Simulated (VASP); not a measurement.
Here is a VASP 6.6.1 calculation.

INCAR

```
SYSTEM = Pb
PREC = Accurate
ENCUT = 520
EDIFF = 1E-6
ISMEAR = -1
SIGMA = 0.025
LREAL = .FALSE.
LASPH = .TRUE.
NELM = 150
ALGO = Fast
ISIF = 2
LWAVE = .FALSE.
LCHARG = .TRUE.
LNONCOLLINEAR = .TRUE.
MAGMOM = 0.354 0.354 0
LORBIT = 11
GGA = RE
IVDW = 12
LVHAR = .TRUE.
ISYM = -1
NBANDS = 25
```

The input KPOINTS:

```
Automatic mesh
0
G
  7 7 7
  0 0 0
```

Contents of POSCAR:

```
Pb
1.0
   -0.0279910000      2.5046650000      2.4667790000
    2.4553940000     -0.0329390000      2.4717270000
    2.4201010000      2.4743200000      0.0023540000
Pb
1
Direct
   -0.0146570000     -0.0167640000      0.0095290000
```

Potentials or basis: VASP PAW PBE potentials, release 64 (Pb_d).

Run with:

```sh
$ cat potpaw_PBE.64/Pb_d/POTCAR > POTCAR
$ mpirun -np 1 vasp_ncl > vasp.out
```

Question: Predict the pressure.

Answer: 0.1 GPa.

Question: What does it give for the band gap on the k mesh?

Answer: Zero (bands 14 and 15 overlap by 8.62 eV).

Stress tensor (GPa, compression positive):
```
 0.15  0.75 -0.08
 0.75 -0.33  0.06
-0.08  0.06  0.34
```

Caveat: three body term missing; the PAW data sets were made with another functional, which shifts forces and pressure a little; spin-orbit coupling is left out, which moves the levels of the heavy elements.
